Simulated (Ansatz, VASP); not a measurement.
## One calculation of BN, two programs

The input INCAR:

```
SYSTEM = BN
PREC = Accurate
ENCUT = 600
EDIFF = 1E-6
ISMEAR = 0
SIGMA = 0.05
LREAL = .False.
LASPH = .True.
NELM = 120
ALGO = Normal
ISIF = 2
LWAVE = .False.
LCHARG = .False.
NBANDS = 11
GGA_COMPAT = .False.
```

The input KPOINTS:

```
Automatic mesh
0
Gamma
  12 12 12
  0 0 0
```

POSCAR

```
BN
1.0
    1.1510320406      0.6645486584      3.5078517794
   -1.1510320406      0.6645486584      3.5078517794
    0.0000000000     -1.3290973169      3.5078517794
B N
1 1
Direct
    0.9996712000      0.9996712000      0.9996712000
    0.3327618000      0.3327618000      0.3327618000
```

Input for Ansatz:

```yaml
crystal:
  lattice:
    - [1.1510320406, 0.6645486584, 3.5078517794]
    - [-1.1510320406, 0.6645486584, 3.5078517794]
    - [0.0, -1.3290973169, 3.5078517794]
  atoms:
    - { symbol: B, position: [0.9996712, 0.9996712, 0.9996712] }
    - { symbol: "N", position: [0.3327618, 0.3327618, 0.3327618] }
basis:
  ecutwfc: 420
kpoints:
  mp_grid: { grid: [12, 12, 12] }
hamiltonian:
  xc: lda
scf:
  occupations: { method: gaussian, width: 0.05 }
output:
  forces: true
  stress: true
  eigenvalues: true
```

Change from the starting cell: strain -0.080 along x and y, +0.040 along z, atoms carried along.

Alike in both runs: task single point; functional LDA; k mesh 12 × 12 × 12; occupations gaussian, width 0.05 eV; no spin polarisation.

|  | VASP | Ansatz |
| --- | --- | --- |
| version | VASP 6.6.1 | Ansatz 0.2.0 |
| potentials or method | VASP PAW LDA potentials, release 64 (B, N), cutoff 600 eV | scalar-relativistic, plane waves, PAW |
| valence electrons in the cell | 8 | 8 |

|  | VASP | Ansatz | Ansatz less VASP |
| --- | --- | --- | --- |
| gap on the k mesh at the Fermi level (eV) | 4.24 | 4.26 | +0.023 |
| least direct gap on the mesh (eV) | 5.14 | 5.16 | +0.015 |
| pressure (GPa) | 76.1 | 75.8 | -0.34 |
| traceless stress, the component that is largest in VASP (GPa) | -77.95 | -77.31 | +0.646 |
| rms of the force components (eV/Å) | 0.009 | 0.009 | -0.0002 |

LDA's correlation is that of Perdew and Zunger in VASP and of Perdew and Wang (1992) in Ansatz. Atom by atom the forces differ by 0.000 eV/Å (rms over components). Both programs put the cell under a high pressure, so it lies far from rest at this level.

Noted on VASP's run: the cell as given lies far from equilibrium.
